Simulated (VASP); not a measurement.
A run of VASP 6.6.1:

File INCAR:

```
SYSTEM = Ir
PREC = Accurate
ENCUT = 600
EDIFF = 1E-7
ISMEAR = -1
SIGMA = 0.05
LREAL = .FALSE.
LASPH = .TRUE.
NELM = 80
ALGO = Normal
ISIF = 3
LWAVE = .FALSE.
LCHARG = .FALSE.
GGA = PS
IBRION = 2
NSW = 80
EDIFFG = -0.005
PSTRESS = 100.0
```

Contents of KPOINTS:

```
Automatic mesh
0
G
  11 11 6
  0 0 0
```

Contents of POSCAR:

```
Ir
1.0
    2.7513778946      0.0000000000      0.0000000000
   -1.3756889473      2.3827631521      0.0000000000
    0.0000000000      0.0000000000      4.4622900000
Ir
2
Direct
    0.3333333333      0.6666666667      0.2500000000
    0.6666666667      0.3333333333      0.7500000000
```

Potentials or basis: VASP PAW PBE potentials, release 64 (Ir).

The run is started by

```sh
$ cat potpaw_PBE.64/Ir/POTCAR > POTCAR
$ mpirun -np 1 vasp_std > vasp.out
```

Hardware: 1 thread of Intel Xeon 6975P-C, on a shared host.

Estimate the wall time of this run.

It took 80 s on 1 thread of Intel Xeon 6975P-C (shared host), peak memory 0.19 GiB. Counts: scf iterations 50, k points 64, ion steps 6.
